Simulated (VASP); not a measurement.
Crystal: SnSe.

```
CELL_PARAMETERS angstrom
11.42000 0.00000 0.00000
0.00000 4.19000 0.00000
0.00000 0.00000 4.46000
ATOMIC_POSITIONS crystal
Sn 0.87700 0.75000 0.90900
Sn 0.62300 0.25000 0.40900
Sn 0.37700 0.75000 0.59100
Sn 0.12300 0.25000 0.09100
Se 0.64300 0.75000 0.98400
Se 0.85700 0.25000 0.48400
Se 0.14300 0.75000 0.51600
Se 0.35700 0.25000 0.01600
```

* Program: VASP 6.6.1
* Task: relaxation of cell and atoms
* Functional: PBEsol
* Dispersion: D3(BJ)
* Potentials or basis: VASP PAW PBE potentials, release 64 (Sn_d, Se)
* Cutoff: 600 eV
* k mesh: 3 × 6 × 6
* Occupations: fermi-dirac, width 0.05 eV
* Spin: no spin polarisation

At the start: pressure -2.5 GPa; volume 26.68 Å³/atom.

Problem. Where does the relaxation end?

Solution. Over 20 steps the energy falls by 27.4 meV/atom and the volume is 24.51 Å³/atom (-8.1 %); space group Pnma (No. 62, to 0.1 Å) before and after.

Step by step:
| step | energy change (eV) | largest force (eV/Å) | pressure (GPa) | volume (Å³) |
| --- | --- | --- | --- | --- |
| 1 | 0.0000 | 0.2538 | -2.53 | 213.41 |
| 2 | -0.1348 | 0.4221 | 0.53 | 200.65 |
| 3 | -0.1356 | 0.4060 | 0.28 | 201.50 |
| 4 | -0.1724 | 0.2494 | -0.08 | 200.64 |
| 5 | -0.1900 | 0.1655 | -0.47 | 199.39 |
| 6 | -0.2136 | 0.0887 | -0.07 | 196.65 |
| 7 | -0.2149 | 0.0732 | 0.08 | 195.86 |
| 8 | -0.2166 | 0.0474 | -0.01 | 196.32 |
| 9 | -0.2172 | 0.0217 | -0.10 | 196.80 |
| 10 | -0.2180 | 0.0321 | 0.03 | 196.47 |
| 11 | -0.2181 | 0.0372 | 0.07 | 196.37 |
| 12 | -0.2180 | 0.0481 | 0.15 | 196.17 |
| 13 | -0.2181 | 0.0402 | 0.09 | 196.33 |
| 14 | -0.2185 | 0.0268 | -0.03 | 196.61 |
| 15 | -0.2185 | 0.0236 | -0.06 | 196.68 |
| 16 | -0.2189 | 0.0177 | -0.03 | 196.51 |
| 17 | -0.2190 | 0.0140 | -0.02 | 196.40 |
| 18 | -0.2190 | 0.0152 | -0.01 | 196.37 |
| 19 | -0.2191 | 0.0111 | 0.01 | 196.18 |
| 20 | -0.2192 | 0.0099 | 0.02 | 196.10 |

Final structure:
```
Sn Se
1.0
    11.23879    0.00000    0.00000
     0.00000    4.10821    0.00000
     0.00000    0.00000    4.24720
Sn Se
4 4
Direct
  0.88403 0.75000 0.91980
  0.61597 0.25000 0.41980
  0.38403 0.75000 0.58020
  0.11597 0.25000 0.08020
  0.64121 0.75000 0.97636
  0.85879 0.25000 0.47636
  0.14122 0.75000 0.52364
  0.35878 0.25000 0.02364
```

Caveat: the PAW data sets were made with another functional, which shifts forces and pressure a little.
